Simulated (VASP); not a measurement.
Set up this calculation in VASP 6.6.1, as the native input.

```yaml
Task: single point
Functional: PBE
Potentials_or_basis: VASP PAW PBE potentials, release 64 (Ca_sv)
Cutoff: 520 eV
k_mesh: 11 × 11 × 6
Occupations: fermi-dirac, width 0.08 eV
Spin: no spin polarisation
Dipole_correction: no
Further_INCAR_settings: ALGO = Normal; EDIFF = 1e-07; NBANDS = 17
```

The structure of Ca lies in POSCAR:

```
Ca
1.0
    4.0063579015      0.0000000000      0.0000000000
   -2.0031789507      3.4696077193      0.0000000000
    0.0000000000      0.0000000000      6.5631800663
Ca
2
Direct
    0.3333333333      0.6666666667      0.2500000000
    0.6666666667      0.3333333333      0.7500000000
```

This cell differs from its parent crystal: volume scaled by 1.02.

One way to write it, as run:

INCAR

```
ALGO = Normal
EDIFF = 1E-7
ENCUT = 520
GGA = PE
ISIF = 2
ISMEAR = -1
LASPH = True
LCHARG = False
LREAL = False
LWAVE = False
NBANDS = 17
NELM = 100
PREC = Accurate
SIGMA = 0.08
```

KPOINTS

```
k-points
0
Gamma
  11 11 6
```

Potentials or basis: VASP PAW PBE potentials, release 64 (Ca_sv).

Launch:

```sh
$ cat potpaw_PBE.64/Ca_sv/POTCAR > POTCAR
$ mpirun -np 1 vasp_std > vasp.out
```

Results of the run:

The pressure is -1.1 GPa. The band gap on the k mesh is zero (band 10 reaches 1.90 eV, above the bottom of band 11 at 1.44 eV).

Run time: 50 s on 1 thread of Intel(R) Xeon(R) Platinum 8559C (Emerald Rapids), on a shared host, peak memory 0.23 GiB.
